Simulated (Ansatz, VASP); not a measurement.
Si in VASP and in Ansatz

```
Si
1.0
     0.00000    2.71550    2.71550
     2.71550    0.00000    2.71550
     2.71550    2.71550    0.00000
Si
2
Direct
  0.00000 0.00000 0.00000
  0.25000 0.25000 0.25000
```

Alike in both runs: task electric field gradients; functional LDA; k mesh 12 × 12 × 12; no spin polarisation.

|  | VASP | Ansatz |
| --- | --- | --- |
| version | VASP 6.6.1 | Ansatz 0.2.0 |
| potentials or method | VASP PAW LDA potentials, release 64 (Si) | scalar-relativistic, plane waves, PAW |
| plane-wave cutoff (eV) | 400 | 420 |
| occupations | gaussian, width 0.01 eV | fixed |
| valence electrons in the cell | 8 | 8 |

```csv
,VASP,Ansatz,Ansatz less VASP
gap on the k mesh at the Fermi level (eV),0.47,0.47,+0.001
least direct gap on the mesh (eV),2.52,2.53,+0.002
pressure (GPa),-1.5,-1.5,-0.03
```

LDA's correlation is that of Perdew and Zunger in VASP and of Perdew and Wang (1992) in Ansatz.
